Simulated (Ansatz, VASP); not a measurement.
One calculation of Ba2H3NO6, two programs

The input POSCAR:

```
Ba2H3NO6
1.0
    6.9069000000      0.0000000000      0.0000000000
   -3.4534500000      5.9815508614      0.0000000000
    0.0000000000      0.0000000000      3.8028000000
Ba H N O
2 3 1 6
Direct
    0.3333333333      0.6666666667      0.0000000000
    0.6666666667      0.3333333333      0.0000000000
    0.3075941172      0.0000000000      0.5000000000
    0.6924058828      0.6924058828      0.5000000000
    0.0000000000      0.3075941172      0.5000000000
    0.0000000000      0.0000000000      0.0000000000
    0.1826520212      0.1826520212      0.0000000000
    0.0000000000      0.8173479788      0.0000000000
    0.8173479788      0.0000000000      0.0000000000
    0.4484300098      0.0000000000      0.5000000000
    0.5515699902      0.5515699902      0.5000000000
    0.0000000000      0.4484300098      0.5000000000
```

The input INCAR.step1:

```
SYSTEM = Ba2H3NO6
PREC     = Accurate       ! precision mode
ENCUT    = 520            ! plane-wave cutoff, eV
ISMEAR   = -1             ! smearing method
SIGMA    = 0.02           ! smearing width, eV
LREAL    = .FALSE.        ! projectors in reciprocal space
LASPH    = .TRUE.         ! aspherical terms in the spheres
NELM     = 60             ! most SCF steps
NBANDS   = 44             ! bands
GGA      = PE             ! functional
ALGO     = Normal         ! electronic algorithm
EDIFF    = 1E-4           ! SCF threshold, eV
LWAVE    = .TRUE.         ! write WAVECAR
LCHARG   = .FALSE.        ! write CHGCAR
```

The input INCAR.step2:

```
SYSTEM = Ba2H3NO6
PREC     = Accurate       ! precision mode
ENCUT    = 520            ! plane-wave cutoff, eV
EDIFF    = 1E-8           ! SCF threshold, eV
ISMEAR   = -1             ! smearing method
SIGMA    = 0.02           ! smearing width, eV
LREAL    = .FALSE.        ! projectors in reciprocal space
LASPH    = .TRUE.         ! aspherical terms in the spheres
NELM     = 60             ! most SCF steps
ALGO     = Normal         ! electronic algorithm
ISIF     = 2              ! what is computed and relaxed
LWAVE    = .FALSE.        ! write WAVECAR
LCHARG   = .FALSE.        ! write CHGCAR
METAGGA  = R2SCAN         ! meta-GGA
LMIXTAU  = .TRUE.       
LEFG     = .TRUE.       
NBANDS   = 44             ! bands
ISTART   = 1
```

Contents of KPOINTS:

```
Automatic mesh
0
G
  4 4 6
  0 0 0
```

Input for Ansatz:

```yaml
crystal:
  lattice:
    - [6.9069, 0.0, 0.0]
    - [-3.45345, 5.9815508614, 0.0]
    - [0.0, 0.0, 3.8028]
  atoms:
    - { symbol: Ba, position: [0.3333333333, 0.6666666667, 0.0] }
    - { symbol: Ba, position: [0.6666666667, 0.3333333333, 0.0] }
    - { symbol: H, position: [0.3075941172, 0.0, 0.5] }
    - { symbol: H, position: [0.6924058828, 0.6924058828, 0.5] }
    - { symbol: H, position: [0.0, 0.3075941172, 0.5] }
    - { symbol: "N", position: [0.0, 0.0, 0.0] }
    - { symbol: O, position: [0.1826520212, 0.1826520212, 0.0] }
    - { symbol: O, position: [0.0, 0.8173479788, 0.0] }
    - { symbol: O, position: [0.8173479788, 0.0, 0.0] }
    - { symbol: O, position: [0.4484300098, 0.0, 0.5] }
    - { symbol: O, position: [0.5515699902, 0.5515699902, 0.5] }
    - { symbol: O, position: [0.0, 0.4484300098, 0.5] }
kpoints:
  mp_grid: { grid: [4, 4, 6] }
scf:
  occupations: { method: fermi_dirac, width: 0.02 }
hamiltonian:
  xc: r2scan
  pseudopotentials: { kind: paw }
output:
  forces: true
  stress: true
  populations: true
  efg:
    quadrupole_moments_barn: { Ba: 0.236, H: 0.00285783, "N": 0.02044, O: -0.02558 }
    contact_densities: true
```

Alike in both runs: task electric field gradients; functional r2SCAN; k mesh 4 × 4 × 6; occupations fermi-dirac, width 0.02 eV; no spin polarisation.

|  | VASP | Ansatz |
| --- | --- | --- |
| version | VASP 6.6.1 | Ansatz 0.2.0 |
| potentials or method | VASP PAW PBE potentials, release 64 (Ba_sv, H, N, O) | plane-wave PAW, scalar-relativistic |
| plane-wave cutoff (eV) | 520 | 500 |
| valence electrons in the cell | 64 | 64 |

VASP gave:

| Property | Result |
| --- | --- |
| gap on the k mesh at the Fermi level (eV) | 3.00 |
| pressure (GPa) | 0.9 |
| traceless stress, the component that is largest in VASP (GPa) | 0.22 |
| rms of the force components (eV/Å) | 0.089 |
| size of Vzz on the site where it differs most (V/Å²) | 79.6 |

Task: What did Ansatz give for the same quantities?

Result: gap on the k mesh at the Fermi level (eV): 3.06; pressure (GPa): -0.5; traceless stress, the component that is largest in VASP (GPa): 0.92; rms of the force components (eV/Å): 0.229; size of Vzz on the site where it differs most (V/Å²): 75.4.

VASP's potentials were made for PBE, not for r2SCAN. Atom by atom the forces differ by 0.160 eV/Å (rms over components). One of these differences is far larger than is usual between the two programs; its cause wasn't traced.

Spin-orbit coupling is off throughout.
